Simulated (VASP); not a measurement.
# NaF in VASP: further runs

NaF is run at these levels: HSE06; tasks: single point.

All numbers are computed with VASP 6.6.1; they aren't measurements. Logs are shortened: lines on timing, memory, paths and dates and some standing lists are left out, and cuts for length are marked.

### 1 The cell of the first run

The structure is cubic, space group Fm-3m (No. 225). Conventional cell: a = 4.594 Å, b = 4.594 Å, c = 4.594 Å, α = 90.00°, β = 90.00°, γ = 90.00°. Within 3.0 Å of Na (site symmetry m-3m) lie 6 F at 2.30 Å. F (site symmetry m-3m) has 6 Na at 2.30 Å within 3.0 Å.

### 2 Single point, HSE06

The input, POSCAR:

```
NaF
1.0
    0.0000000000      2.2971680842      2.2971680842
    2.2971680842      0.0000000000      2.2971680842
    2.2971680842      2.2971680842      0.0000000000
Na F
1 1
Direct
    0.0000000000      0.0000000000      0.0000000000
    0.5000000000      0.5000000000      0.5000000000
```

The input, INCAR.step1:

```
SYSTEM = NaF
PREC = Accurate
ENCUT = 520
EDIFF = 1E-5
ISMEAR = 0
SIGMA = 0.01
LREAL = .FALSE.
LASPH = .TRUE.
NELM = 80
ALGO = Normal
ISIF = 2
LWAVE = .TRUE.
NBANDS = 14
GGA = PE
```

The input, INCAR.step2:

```
SYSTEM = NaF
PREC = Accurate
ENCUT = 520
EDIFF = 1E-7
ISMEAR = 0
SIGMA = 0.01
LREAL = .FALSE.
LASPH = .TRUE.
NELM = 80
ALGO = Normal
ISIF = 2
LWAVE = .FALSE.
LCHARG = .TRUE.
GGA = PE
LHFCALC = .TRUE.
HFSCREEN = 0.2079
PRECFOCK = Normal
LELF = .TRUE.
LVHAR = .TRUE.
NBANDS = 14
ISTART = 1
```

The input, KPOINTS:

```
regular mesh
0
G
  6 6 6
  0 0 0
```

Potentials or basis: VASP PAW PBE potentials, release 64 (Na_pv, F).

The run is started by

```bash
cat potpaw_PBE.64/Na_pv/POTCAR potpaw_PBE.64/F/POTCAR > POTCAR
cp INCAR.step1 INCAR
mpirun -np 1 vasp_std > vasp.out
cp INCAR.step2 INCAR
mpirun -np 1 vasp_std > vasp.out
```

OUTCAR:

```text
SYSTEM = NaF
   PREC = Accurate
   ENCUT = 520
   EDIFF = 1E-7
   ISMEAR = 0
   LREAL = .FALSE.
   LASPH = .TRUE.
   NELM = 80
   ISIF = 2
   GGA = PE
   LHFCALC = .TRUE.
   HFSCREEN = 0.2079
   PRECFOCK = Normal
   ISTART = 1

 ion  position               nearest neighbor table
   1  0.000  0.000  0.000-   2 2.30   2 2.30   2 2.30   2 2.30   2 2.30   2 2.30
   2  0.500  0.500  0.500-   1 2.30   1 2.30   1 2.30   1 2.30   1 2.30   1 2.30

  LATTYP: Found a face centered cubic cell.
 ALAT       =     4.5943361684

  Lattice vectors:

 A1 = (   0.0000000000,   2.2971680842,   2.2971680842)
 A2 = (   2.2971680842,   0.0000000000,   2.2971680842)
 A3 = (   2.2971680842,   2.2971680842,   0.0000000000)

Analysis of symmetry for initial positions (statically):
=====================================================================
 Subroutine PRICEL returns:
 Original cell was already a primitive cell.

 Routine SETGRP: Setting up the symmetry group for a
 face centered cubic supercell.

 Subroutine GETGRP returns: Found 48 space group operations
 (whereof 48 operations were pure point group operations)
 out of a pool of 48 trial point group operations.

The static configuration has the point symmetry O_h .

Analysis of symmetry for dynamics (positions and initial velocities):
=====================================================================
 Subroutine PRICEL returns:
 Original cell was already a primitive cell.

 Routine SETGRP: Setting up the symmetry group for a
 face centered cubic supercell.

 Subroutine GETGRP returns: Found 48 space group operations
 (whereof 48 operations were pure point group operations)
 out of a pool of 48 trial point group operations.

The dynamic configuration has the point symmetry O_h .

 Subroutine INISYM returns: Found 48 space group operations
 (whereof 48 operations are pure point group operations),
 and found     1 'primitive' translations

----------------------------------------------------------------------------------------

                                     Primitive cell

  volume of cell :      24.2442

  direct lattice vectors                    reciprocal lattice vectors
     0.000000000  2.297168084  2.297168084    -0.217659301  0.217659301  0.217659301
     2.297168084  0.000000000  2.297168084     0.217659301 -0.217659301  0.217659301
     2.297168084  2.297168084  0.000000000     0.217659301  0.217659301 -0.217659301

  length of vectors
     3.248686260  3.248686260  3.248686260     0.376996968  0.376996968  0.376996968
[... 91 lines left out ...]
     AMIX     =   0.40;   BMIX     =  1.00
     AMIX_MAG =   1.60;   BMIX_MAG =  1.00
  volume/ion in A,a.u.               =      12.12        81.80
  Fermi-wavevector in a.u.,A,eV,Ry     =   1.363269  2.576204 25.286442  1.858501
  Thomas-Fermi vector in A             =   2.489686
   LORBIT       =      0    0 simple, 1 ext, 2 COOP (PROOUT), +10 PAW based schemes
   GGA     = PE    functional components
   LHFCALC =     T    Hartree Fock is set to
   PRECFOCK=normal    Normal, Fast or Accurate (Low or Medium for compatibility)
   ENCUT4O =  -1.0   cutoff for four orbital integrals eV
   NKREDX  =     1    reduce k-point grid by
   NKREDY  =     1    reduce k-point grid by
   NKREDZ  =     1    reduce k-point grid by
   AEXX    =    0.2500 exact exchange contribution
   HFSCREEN=    0.2079 screening length (either q_TF or 0.3 A-1)
   HFSCREENC=   0.2079 screening length for correlation (either q_TF or 0.3 A-1)
   ENCUTFOCK=  -1.0 apply spherical cutoff to Coloumb kernel
   IVDW    =     0    specifies the selected vdW correction
   LEPSILON=     F    determine dielectric tensor
   LRPA    =     F    only Hartree local field effects (RPA)
 non-spin polarized calculation
 Gauss-broadening in eV      SIGMA  =   0.01
  energy-cutoff  :      520.00
  volume of cell :       24.24
 maximum number of plane-waves:       660
  NGX = 20; NGY = 20; NGZ = 20

 number of electron      13.9999992 magnetization

 Free energy of the ion-electron system (eV)
  ---------------------------------------------------
  ext. energy  EPLUGINS =         0.00000000
  ---------------------------------------------------
  free energy    TOTEN  =       -10.30835882 eV

  energy without entropy =      -10.30835882  energy(sigma->0) =      -10.30835882

 E-fermi :  -3.5635     XC(G=0):  -7.6041

 val. band max:       -3.6568805737   @ k =   0.0000   0.0000   0.0000
 cond. band min:       4.9472277885   @ k =   0.0000   0.0000   0.0000
 fundamental gap:      8.6041083622
 Fermi energy:        -3.5634533777

 k-point     1 :       0.0000    0.0000    0.0000
  band No.  band energies     occupation
      1     -24.4321      2.00000
      2     -23.9465      2.00000
      3     -23.9465      2.00000
      4     -23.9465      2.00000
      5      -3.6569      2.00000
      6      -3.6569      2.00000
      7      -3.6569      2.00000
      8       4.9472      0.00000
      9      17.9000      0.00000
     10      17.9000      0.00000
     11      17.9000      0.00000
     12      20.5676      0.00000
     13      23.2380      0.00000
     14      23.2380      0.00000
[... 241 lines left out ...]
      1     -24.5081      2.00000
      2     -24.0685      2.00000
      3     -24.0237      2.00000
      4     -23.6192      2.00000
      5      -4.8142      2.00000
      6      -4.3562      2.00000
      7      -4.2318      2.00000
      8      11.9969      0.00000
      9      12.0679      0.00000
     10      13.6313      0.00000
     11      16.9202      0.00000
     12      20.7116      0.00000
     13      25.3497      0.00000
     14      25.5451      0.00000

------------------------ aborting loop because EDIFF is reached ----------------------------------------

  FORCE on cell =-STRESS in cart. coord.  units (eV):
  Direction    XX          YY          ZZ          XY          YZ          ZX
  --------------------------------------------------------------------------------------
  -------------------------------------------------------------------------------------
  Total        0.2480444      0.2480444      0.2480444      0.0000000      0.0000000      0.0000000
  in kB       16.3919884     16.3919884     16.3919884      0.0000000      0.0000000      0.0000000
  external PRESSURE =      16.3919884 kB  Pullay stress =       0.0000000 kB

 VOLUME and BASIS-vectors are now :
 -----------------------------------------------------------------------------
  energy-cutoff  :      520.00
  volume of cell :       24.24
      direct lattice vectors                 reciprocal lattice vectors
     0.000000000  2.297168084  2.297168084    -0.217659301  0.217659301  0.217659301
     2.297168084  0.000000000  2.297168084     0.217659301 -0.217659301  0.217659301
     2.297168084  2.297168084  0.000000000     0.217659301  0.217659301 -0.217659301

 POSITION                                       TOTAL-FORCE (eV/Angst)
 -----------------------------------------------------------------------------------
      0.00000      0.00000      0.00000        -0.000000     -0.000000     -0.000000
      2.29717      2.29717      2.29717         0.000000      0.000000      0.000000
 -----------------------------------------------------------------------------------
    total drift:                               -0.000002     -0.000002     -0.000002

  FREE ENERGIE OF THE ION-ELECTRON SYSTEM (eV)
  ---------------------------------------------------
  free  energy   TOTEN  =       -10.3083588181 eV

  energy  without entropy=      -10.3083588181  energy(sigma->0) =      -10.30835882
```

It took 9.3 min on 1 thread of AMD EPYC 9R45 (Zen 5), shared host; peak memory 0.21 GiB.

What came out:

- Free energy: -10.3084 eV
- Pressure: 1.6 GPa
- Band gap on the k mesh: 8.60 eV

Caveat: the PAW data sets were made with another functional, which shifts forces and pressure a little.

### 3 Single point, HSE06 (epitaxial xy strain -2.0%)

The input, POSCAR:

```
NaF
1.0
    0.0000000000      2.2512247225      2.3152038601
    2.2512247225      0.0000000000      2.3152038601
    2.2512247225      2.2512247225      0.0000000000
Na F
1 1
Direct
    0.0000000000      0.0000000000      0.0000000000
    0.5000000000      0.5000000000      0.5000000000
```

The input, INCAR.step1:

```
PREC = Accurate
ENCUT = 520
EDIFF = 1E-5
ISMEAR = 0
SIGMA = 0.01
LREAL = False
LASPH = True
NELM = 60
ALGO = Normal
ISIF = 2
LWAVE = True
GGA = PE
NBANDS = 14
```

The input, INCAR.step2:

```
PREC = Accurate
ENCUT = 520
EDIFF = 1E-6
ISMEAR = 0
SIGMA = 0.01
LREAL = False
LASPH = True
NELM = 60
ALGO = Normal
ISIF = 2
LWAVE = False
LCHARG = True
GGA = PE
LHFCALC = True
HFSCREEN = 0.2079
PRECFOCK = Normal
LELF = True
LVHAR = True
ISTART = 1
NBANDS = 14
```

The input, KPOINTS:

```
Automatic mesh
0
Gamma
  6 6 6
```

Potentials or basis: VASP PAW PBE potentials, release 64 (Na_pv, F).

The run is started by

```bash
cat potpaw_PBE.64/Na_pv/POTCAR potpaw_PBE.64/F/POTCAR > POTCAR
cp INCAR.step1 INCAR
mpirun -np 1 vasp_std > vasp.out
cp INCAR.step2 INCAR
mpirun -np 1 vasp_std > vasp.out
```

Run time: 21 min. Hardware: 1 thread of AMD EPYC 7R13 (Zen 3), shared host; peak memory 0.21 GiB.

Results (log left out):

* Free energy: -10.2903 eV
* Pressure: 3.8 GPa
* Band gap on the k mesh: 8.80 eV

Stress tensor (GPa, compression positive):
```
4.79 0.00 0.00
0.00 4.79 0.00
0.00 0.00 1.76
```

Levels at points of the mesh, in eV from the valence-band top:
```tsv
k point	band 5	band 6	band 7	band 8	band 9	band 10
(0.00, 0.00, 0.00)	0.00	0.00	0.00	8.80	21.69	21.89
(0.50, 0.00, 0.00)	-1.76	-0.31	-0.29	13.39	15.38	22.97
(0.50, 0.50, 0.00)	-1.45	-0.43	-0.43	15.78	15.91	16.55
(0.50, 0.00, 0.50)	-1.41	-0.50	-0.45	15.62	16.18	16.63
```

Caveat: the cell differs from its parent crystal (epitaxial xy strain -2.0%); the cell stands under pressure; the PAW data sets were made with another functional, which shifts forces and pressure a little.
